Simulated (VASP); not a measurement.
# AlN (Pm-3m) in VASP: single point with r2SCAN

Aim: the single point of AlN with r2SCAN.

All numbers are computed with VASP 6.6.1; they aren't measurements. Logs are shortened: lines on timing, memory, paths and dates and some standing lists are left out, and cuts for length are marked.

## (1) The cell of the first run

Symmetry: Pm-3m, No. 221, cubic system. The conventional cell has a = 2.585 Å, b = 2.585 Å, c = 2.585 Å, α = 90.00°, β = 90.00°, γ = 90.00°. Al (site symmetry m-3m) has 8 N at 2.24 Å and 6 Al at 2.59 Å within 3.0 Å. Within 3.0 Å of N (site symmetry m-3m) lie 8 Al at 2.24 Å and 6 N at 2.59 Å.

## (2) Single point, r2SCAN

POSCAR

```
AlN
1.0
    2.5854596286      0.0000000000      0.0000000000
    0.0000000000      2.5854596286      0.0000000000
    0.0000000000      0.0000000000      2.5854596286
Al N
1 1
Direct
    0.0000000000      0.0000000000      0.0000000000
    0.5000000000      0.5000000000      0.5000000000
```

INCAR.step1

```
ALGO = Normal ; EDIFF = 1E-4
ENCUT = 520 ; GGA = PE
ISMEAR = -1 ; LASPH = True
LCHARG = False ; LREAL = False
LWAVE = True ; NBANDS = 11
NELM = 80 ; PREC = Accurate
SIGMA = 0.02
```

INCAR.step2

```
ALGO = Normal ; EDIFF = 1E-6
ENCUT = 520 ; ISIF = 2
ISMEAR = -1 ; ISTART = 1
LASPH = True ; LCHARG = False
LMIXTAU = True ; LREAL = False
LWAVE = False ; METAGGA = R2SCAN
NBANDS = 11 ; NELM = 80
PREC = Accurate ; SIGMA = 0.02
```

KPOINTS

```
k-points
0
Gamma
  6 6 6
```

Potentials or basis: VASP PAW PBE potentials, release 64 (Al, N).

Started as:

```sh
$ cat potpaw_PBE.64/Al/POTCAR potpaw_PBE.64/N/POTCAR > POTCAR
$ cp INCAR.step1 INCAR
$ mpirun -np 1 vasp_std > vasp.out
$ cp INCAR.step2 INCAR
$ mpirun -np 1 vasp_std > vasp.out
```

OUTCAR:

```text
EDIFF = 1E-6
   ENCUT = 520
   ISIF = 2
   ISMEAR = -1
   ISTART = 1
   LASPH = True
   LREAL = False
   METAGGA = R2SCAN
   NELM = 80
   PREC = Accurate

 ion  position               nearest neighbor table
   1  0.000  0.000  0.000-   2 2.24   2 2.24   2 2.24   2 2.24   2 2.24   2 2.24   2 2.24   2 2.24

   2  0.500  0.500  0.500-   1 2.24   1 2.24   1 2.24   1 2.24   1 2.24   1 2.24   1 2.24   1 2.24

  LATTYP: Found a simple cubic cell.
 ALAT       =     2.5854596286

  Lattice vectors:

 A1 = (   2.5854596286,   0.0000000000,   0.0000000000)
 A2 = (   0.0000000000,   2.5854596286,   0.0000000000)
 A3 = (   0.0000000000,   0.0000000000,   2.5854596286)

Analysis of symmetry for initial positions (statically):
=====================================================================
 Subroutine PRICEL returns:
 Original cell was already a primitive cell.

 Routine SETGRP: Setting up the symmetry group for a
 simple cubic supercell.

 Subroutine GETGRP returns: Found 48 space group operations
[... 9 lines left out ...]

 Routine SETGRP: Setting up the symmetry group for a
 simple cubic supercell.

 Subroutine GETGRP returns: Found 48 space group operations
[... 11 lines left out ...]
                                     Primitive cell

  volume of cell :      17.2828

  direct lattice vectors                    reciprocal lattice vectors
     2.585459629  0.000000000  0.000000000     0.386778424  0.000000000  0.000000000
     0.000000000  2.585459629  0.000000000     0.000000000  0.386778424  0.000000000
     0.000000000  0.000000000  2.585459629     0.000000000  0.000000000  0.386778424

  length of vectors
     2.585459629  2.585459629  2.585459629     0.386778424  0.386778424  0.386778424

  position of ions in fractional coordinates (direct lattice)
     0.000000000  0.000000000  0.000000000
     0.500000000  0.500000000  0.500000000

  ion indices of the primitive-cell ions
   primitive index   ion index
                 1           1
                 2           2

----------------------------------------------------------------------------------------

 KPOINTS: k-points

Automatic generation of k-mesh.
 Grid dimensions read from file:
 generate k-points for:    6    6    6

 Generating k-lattice:

  Cartesian coordinates                     Fractional coordinates (reciprocal lattice)
     0.064463071  0.000000000  0.000000000     0.166666667  0.000000000  0.000000000
     0.000000000  0.064463071  0.000000000     0.000000000  0.166666667  0.000000000
     0.000000000  0.000000000  0.064463071     0.000000000  0.000000000  0.166666667

  Length of vectors
     0.064463071  0.064463071  0.064463071

  Shift w.r.t. Gamma in fractional coordinates (k-lattice)
     0.000000000  0.000000000  0.000000000

 Subroutine IBZKPT returns following result:
 ===========================================

 Found     20 irreducible k-points:

 Following reciprocal coordinates:
            Coordinates               Weight
  0.000000  0.000000  0.000000      1.000000
  0.166667  0.000000  0.000000      6.000000
  0.333333  0.000000  0.000000      6.000000
  0.500000  0.000000  0.000000      3.000000
  0.166667  0.166667  0.000000     12.000000
  0.333333  0.166667  0.000000     24.000000
[... 12 lines left out ...]
  0.500000  0.500000  0.333333      6.000000
  0.500000  0.500000  0.500000      1.000000
   k-points           NKPTS =     20   k-points in BZ     NKDIM =     20   number of bands    NBANDS=     11
   number of dos      NEDOS =    301   number of ions     NIONS =      2
   total plane-waves  NPLWV =   8000
   dimension x,y,z NGX =    20 NGY =   20 NGZ =   20
   dimension x,y,z NGXF=    40 NGYF=   40 NGZF=   40
   ions per type =               1   1
   NGX,Y,Z   is equivalent  to a cutoff of  12.86, 12.86, 12.86 a.u.
   NGXF,Y,Z  is equivalent  to a cutoff of  25.72, 25.72, 25.72 a.u.
 SYSTEM =  unknown system
   PREC   = accura    normal or accurate (medium, high low for compatibility)
   ISTART =      1    job   : 0-new  1-cont  2-samecut
   ICHARG =      0    charge: 1-file 2-atom 10-const
   ISPIN  =      1    spin polarized calculation?
   LNONCOLLINEAR =      F non collinear calculations
   LSORBIT =      F    spin-orbit coupling
   LASPH  =      T    aspherical Exc in radial PAW
   ENCUT  =  520.0 eV  38.22 Ry    6.18 a.u.   4.81  4.81  4.81*2*pi/ulx,y,z
   NELM   =     80;   NELMIN=  2; NELMDL=  0     # of ELM steps
   EDIFF  = 0.1E-05   stopping-criterion for ELM
   LREAL  =      F    real-space projection
   EDIFFG = 0.1E-04   stopping-criterion for IOM
   NSW    =      0    number of steps for IOM
   IBRION =     -1    ionic relax: 0-MD 1-quasi-New 2-CG
   NFREE  =      0    steps in history (QN), initial steepest desc. (CG)
   ISIF   =      2    stress and relaxation
   ISYM   =      2    0-nonsym 1-usesym 2-fastsym
   POTIM  = 0.5000    time-step for ionic-motion
   TEBEG  =    0.0;   TEEND  =   0.0 temperature during run
   PSTRESS=    0.0 pullay stress
   NELECT =       8.0000    total number of electrons
   NUPDOWN=      -1.0000    fix difference up-down
   EMIN   =  10.00;   EMAX   =-10.00  energy-range for DOS
   EFERMI =   0.00;   METHOD = LEGACY
   ISMEAR =    -1;   SIGMA  =   0.02  broadening in eV -4-tet -1-fermi 0-gaus
   EFERMI_NEDOS =   21; number of points for ismear=-14 and -15
   IALGO  =     38    algorithm
   IMIX   =      4    mixing-type and parameters
     AMIX     =   0.40;   BMIX     =  1.00
     AMIX_MAG =   1.60;   BMIX_MAG =  1.00
  volume/ion in A,a.u.               =       8.64        58.31
  Fermi-wavevector in a.u.,A,eV,Ry     =   1.266389  2.393128 21.820216  1.603741
  Thomas-Fermi vector in A             =   2.399592
   LORBIT       =      0    0 simple, 1 ext, 2 COOP (PROOUT), +10 PAW based schemes
   METAGGA = R2SCAN    functional components
   LHFCALC =     F    Hartree Fock is set to
   AEXX    =    0.0000 exact exchange contribution
   IVDW    =     0    specifies the selected vdW correction
   LEPSILON=     F    determine dielectric tensor
   LRPA    =     F    only Hartree local field effects (RPA)
 non-spin polarized calculation
  energy-cutoff  :      520.00
  volume of cell :       17.28
 maximum number of plane-waves:       480
 NGX is ok and might be reduce to    20
   NGX =  9   NGY =  9   NGZ =  9

 number of electron       7.9999999 magnetization

 Free energy of the ion-electron system (eV)
  ---------------------------------------------------
  ext. energy  EPLUGINS =         0.00000000
  ---------------------------------------------------
  free energy    TOTEN  =       -15.42080599 eV

  energy without entropy =      -15.41926565  energy(sigma->0) =      -15.42003582

 E-fermi :  11.4002     XC(G=0): -12.9331

 val. band max:       11.4002270760   @ k =   0.5000   0.3333   0.0000
 cond. band min:      11.7201880072   @ k =   0.5000   0.5000   0.0000
 fundamental gap:      0.3199609311
 Fermi energy:        11.4002270832

 k-point     1 :       0.0000    0.0000    0.0000
  band No.  band energies     occupation
      1      -8.4191      2.00000
      2       9.4664      2.00000
      3       9.4664      2.00000
      4       9.4664      2.00000
      5      12.6889      0.00000
      6      17.8737      0.00000
      7      17.8737      0.00000
      8      28.4643      0.00000
      9      28.4643      0.00000
     10      28.4643      0.00000
     11      35.3444      0.00000

 k-point     2 :       0.1667    0.0000    0.0000
  band No.  band energies     occupation
      1      -7.9379      2.00000
      2       6.3467      2.00000
      3       9.7125      2.00000
      4       9.7125      2.00000
      5      14.0458      0.00000
      6      18.4704      0.00000
      7      19.6642      0.00000
      8      27.3523      0.00000
      9      27.3523      0.00000
     10      28.7405      0.00000
     11      34.1237      0.00000

 k-point     3 :       0.3333    0.0000    0.0000
  band No.  band energies     occupation
      1      -6.6661      2.00000
      2       2.3767      2.00000
      3      10.2636      2.00000
      4      10.2636      2.00000
      5      15.5063      0.00000
      6      20.1587      0.00000
      7      20.4115      0.00000
      8      25.1195      0.00000
      9      25.1195      0.00000
     10      29.1648      0.00000
     11      32.0855      0.00000

 k-point     4 :       0.5000    0.0000    0.0000
  band No.  band energies     occupation
      1      -5.6843      2.00000
      2       0.4299      2.00000
      3      10.5774      2.00000
      4      10.5774      2.00000
      5      16.4739      0.00000
      6      19.6750      0.00000
      7      21.7637      0.00000
      8      24.0543      0.00000
      9      24.0543      0.00000
     10      26.2806      0.00000
     11      33.3314      0.00000

 k-point     5 :       0.1667    0.1667    0.0000
  band No.  band energies     occupation
      1      -7.4663      2.00000
      2       6.3908      2.00000
      3       7.1246      2.00000
      4       9.9609      2.00000
      5      15.4366      0.00000
      6      19.0230      0.00000
      7      20.3594      0.00000
      8      25.9490      0.00000
      9      27.0212      0.00000
     10      30.2680      0.00000
     11      31.3380      0.00000
[... 155 lines left out ...]
 k-point    17 :       0.3333    0.3333    0.3333
  band No.  band energies     occupation
      1      -3.6345      2.00000
      2       5.1266      2.00000
      3       5.9261      2.00000
      4       5.9261      2.00000
      5      15.1756      0.00000
      6      15.7285      0.00000
      7      15.7285      0.00000
      8      24.7174      0.00000
      9      28.6540      0.00000
     10      30.0000      0.00000
     11      30.0000      0.00000

 k-point    18 :       0.5000    0.3333    0.3333
  band No.  band energies     occupation
      1      -2.8986      2.00000
      2       4.0499      2.00000
      3       6.1940      2.00000
      4       6.7180      2.00000
      5      13.7448      0.00000
      6      13.9893      0.00000
      7      16.3203      0.00000
      8      23.7557      0.00000
      9      28.6609      0.00000
     10      30.3159      0.00000
     11      30.5993      0.00000

 k-point    19 :       0.5000    0.5000    0.3333
  band No.  band energies     occupation
      1      -2.2321      2.00000
      2       4.9741      2.00000
      3       4.9741      2.00000
      4       7.1853      2.00000
      5      11.9104      0.00000
      6      14.7572      0.00000
      7      14.7572      0.00000
      8      22.0743      0.00000
      9      29.6769      0.00000
     10      30.8255      0.00000
     11      30.8255      0.00000

 k-point    20 :       0.5000    0.5000    0.5000
  band No.  band energies     occupation
      1      -1.6109      2.00000
      2       5.8064      2.00000
      3       5.8064      2.00000
      4       5.8064      2.00000
      5      12.9131      0.00000
      6      12.9131      0.00000
      7      12.9131      0.00000
      8      20.1427      0.00000
      9      31.2612      0.00000
     10      31.2612      0.00000
     11      31.2612      0.00000

------------------------ aborting loop because EDIFF is reached ----------------------------------------

  FORCE on cell =-STRESS in cart. coord.  units (eV):
  Direction    XX          YY          ZZ          XY          YZ          ZX
  --------------------------------------------------------------------------------------
  -------------------------------------------------------------------------------------
  Total       -0.1175488     -0.1175488     -0.1175488      0.0000000     -0.0000000     -0.0000000
  in kB      -10.8972186    -10.8972186    -10.8972186      0.0000000     -0.0000000     -0.0000000
  external PRESSURE =     -10.8972186 kB  Pullay stress =       0.0000000 kB

 VOLUME and BASIS-vectors are now :
 -----------------------------------------------------------------------------
  energy-cutoff  :      520.00
  volume of cell :       17.28
      direct lattice vectors                 reciprocal lattice vectors
     2.585459629  0.000000000  0.000000000     0.386778424  0.000000000  0.000000000
     0.000000000  2.585459629  0.000000000     0.000000000  0.386778424  0.000000000
     0.000000000  0.000000000  2.585459629     0.000000000  0.000000000  0.386778424

 POSITION                                       TOTAL-FORCE (eV/Angst)
 -----------------------------------------------------------------------------------
      0.00000      0.00000      0.00000         0.000000      0.000000      0.000000
      1.29273      1.29273      1.29273         0.000000      0.000000      0.000000
 -----------------------------------------------------------------------------------
    total drift:                                0.000000      0.000000      0.000000

  FREE ENERGIE OF THE ION-ELECTRON SYSTEM (eV)
  ---------------------------------------------------
  free  energy   TOTEN  =       -15.4208059869 eV

  energy  without entropy=      -15.4192656543  energy(sigma->0) =      -15.42003582
```

Run time: 14 s. Hardware: 1 thread of Intel Xeon Platinum 8259CL at 2.50GHz (Skylake/Cascade Lake), shared host; peak memory 0.12 GiB.

Results:

* Free energy: -15.4208 eV
* Pressure: -1.1 GPa
* Band gap on the k mesh: zero (band 4 reaches 11.40 eV, above the bottom of band 5 at 10.54 eV)

Levels at points of the mesh, in eV from the Fermi level:
```tsv
k point	band 1	band 2	band 3	band 4	band 5	band 6	band 7	band 8
(0.00, 0.00, 0.00)	-19.82	-1.93	-1.93	-1.93	1.29	6.47	6.47	17.06
(0.50, 0.00, 0.00)	-17.08	-10.97	-0.82	-0.82	5.07	8.27	10.36	12.65
(0.50, 0.50, 0.00)	-14.92	-8.01	-8.01	-1.40	0.32	10.37	10.37	12.75
(0.50, 0.50, 0.50)	-13.01	-5.59	-5.59	-5.59	1.51	1.51	1.51	8.74
```

Caveat: the k points lie up to 0.41 Å⁻¹ apart; the PAW data sets were made with another functional, which shifts forces and pressure a little.
